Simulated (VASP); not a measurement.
A run of VASP 6.6.1 is set up as follows.

INCAR

```
SYSTEM = Li
PREC = Accurate ; ENCUT = 520
EDIFF = 1E-6 ; ISMEAR = -1
SIGMA = 0.11 ; LREAL = Auto
LASPH = .True. ; NELM = 100
ALGO = Normal ; ISIF = 2
LWAVE = .False. ; LCHARG = .True.
GGA = PE ; LELF = .True.
LVHAR = .True. ; NBANDS = 38
```

File KPOINTS:

```
regular mesh
0
Gamma
  3 3 3
  0 0 0
```

POSCAR

```
Li
1.0
    7.0944470000      0.0000000000      0.0000000000
    0.0000000000      7.0944470000      0.0000000000
    0.0000000000      0.0000000000      7.0944470000
Li
16
Direct
   -0.0613719434     -0.0100219228     -0.0351260641
    0.4599794741     -0.0096554390     -0.0917760045
   -0.0068645238      0.5393655066     -0.0189021075
   -0.0185638148      0.0317713276      0.4551588024
    0.2180578698      0.1901910043      0.1928691553
    0.4744414892      0.5739418449      0.0301926281
    0.5161924531     -0.1243789685      0.4529880905
    0.7368016140      0.1715849030      0.2686890183
    0.0876178228      0.4437414220      0.4779512765
    0.1955614018      0.7735204731      0.2787109411
    0.2273891115      0.3065214244      0.8086324417
    0.4786137665      0.4578651444      0.5555894631
    0.7730553206      0.7125854912      0.2538323283
    0.8146512336      0.2816850982      0.7884899274
    0.2580046056      0.7685588461      0.7645557152
    0.7263991119      0.8077162321      0.7347859530
```

Potentials or basis: VASP PAW PBE potentials, release 64 (Li_sv).

The run is started by

```console
$ cat potpaw_PBE.64/Li_sv/POTCAR > POTCAR
$ mpirun -np 1 vasp_std > vasp.out
```

Question: What does it give for the band gap on the k mesh?

Answer: Zero (band 24 reaches 0.61 eV, above the bottom of band 25 at 0.14 eV).

Question: What does it give for the largest force?

Answer: 0.945 eV/Å.

Forces on the atoms (eV/Å):
```
Li   0.448 -0.164  0.448
Li   0.414  0.573  0.576
Li   0.060  0.129  0.270
Li   0.267 -0.245  0.872
Li   0.219  0.189 -0.021
Li   0.080 -0.263  0.066
Li  -0.381  0.534 -0.014
Li  -0.470  0.523 -0.430
Li  -0.478  0.263 -0.074
Li   0.103 -0.141 -0.380
Li   0.120 -0.405 -0.093
Li   0.346  0.050 -0.199
Li   0.138 -0.078  0.009
Li  -0.554  0.047 -0.366
Li  -0.663 -0.373 -0.495
Li   0.352 -0.637 -0.169
```
